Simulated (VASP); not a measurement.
Input of a VASP 6.6.1 run:

Contents of INCAR:

```
PREC     = Accurate       # precision mode
ENCUT    = 520            # plane-wave cutoff, eV
EDIFF    = 1E-7           # SCF threshold, eV
ISMEAR   = 0              # smearing method
SIGMA    = 0.02           # smearing width, eV
LREAL    = False          # projectors in reciprocal space
LASPH    = True           # aspherical terms in the spheres
NELM     = 80             # most SCF steps
ALGO     = Normal         # electronic algorithm
ISIF     = 2              # what is computed and relaxed
LWAVE    = False          # write WAVECAR
LCHARG   = False          # write CHGCAR
GGA      = PE             # functional
NBANDS   = 25             # bands
```

The input KPOINTS:

```
regular mesh
0
Gamma
  6 6 2
```

POSCAR

```
MgI2
1.0
    4.3991690318     -0.0013712835      0.0392548442
   -0.0008615094      4.4003792094      0.0534388062
    0.9911641025      1.4009555164     16.0201375129
Mg I
2 4
Direct
    0.4049756781      0.6409241268      0.7464402422
    0.5950243219      0.3590758732      0.2535597578
    0.8778147816      0.6030622061      0.8517606209
    0.1221852184      0.3969377939      0.1482393791
    0.4318184040      0.1790736451      0.6411621643
    0.5681815960      0.8209263549      0.3588378357
```

Potentials or basis: VASP PAW PBE potentials, release 64 (Mg, I).

Launch:

```console
$ cat potpaw_PBE.64/Mg/POTCAR potpaw_PBE.64/I/POTCAR > POTCAR
$ mpirun -np 1 vasp_std > vasp.out
```

(1) Estimate the largest force.

(2) What does it give for the band gap on the k mesh?

Answers

(1) 0.009 eV/Å.

(2) 3.33 eV (least direct gap 3.47 eV).

Caveat: spin-orbit coupling is left out, which moves the levels of the heavy elements.
